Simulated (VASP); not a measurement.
Here is a VASP 6.6.1 calculation.

INCAR

```
ALGO = Normal
EDIFF = 1E-7
EDIFFG = -0.001
ENCUT = 600
GGA = PS
GGA_COMPAT = F
IBRION = 2
ISIF = 3
ISMEAR = -1
LASPH = T
LCHARG = F
LREAL = F
LWAVE = F
NELM = 120
NELMIN = 4
NSW = 80
PREC = Accurate
SIGMA = 0.15
```

The input KPOINTS:

```
k-points
0
Gamma
  18 18 14
```

POSCAR

```
WC
1.0
    2.8985811345      0.0000000000      0.0000000000
   -1.4492905673      2.5102448974      0.0000000000
    0.0000000000      0.0000000000      2.8280347686
W C
1 1
Direct
    0.0000000000      0.0000000000      0.0000000000
    0.6666666667      0.3333333333      0.5000000000
```

Potentials or basis: VASP PAW PBE potentials, release 64 (W_sv, C).

Launch:

```sh
$ cat potpaw_PBE.64/W_sv/POTCAR potpaw_PBE.64/C/POTCAR > POTCAR
$ mpirun -np 1 vasp_std > vasp.out
```

(1) What does it give for the band gap on the k mesh?

(2) Estimate the space group after relaxing (to 0.1 Å).

(3) Predict the relaxed volume.

## Answers

(1) zero (bands 9 and 10 overlap by 1.23 eV).

(2) P-6m2 (No. 187).

(3) 10.32 Å³/atom.

Caveat: the PAW data sets were made with another functional, which shifts forces and pressure a little; spin-orbit coupling is left out, which moves the levels of the heavy elements.
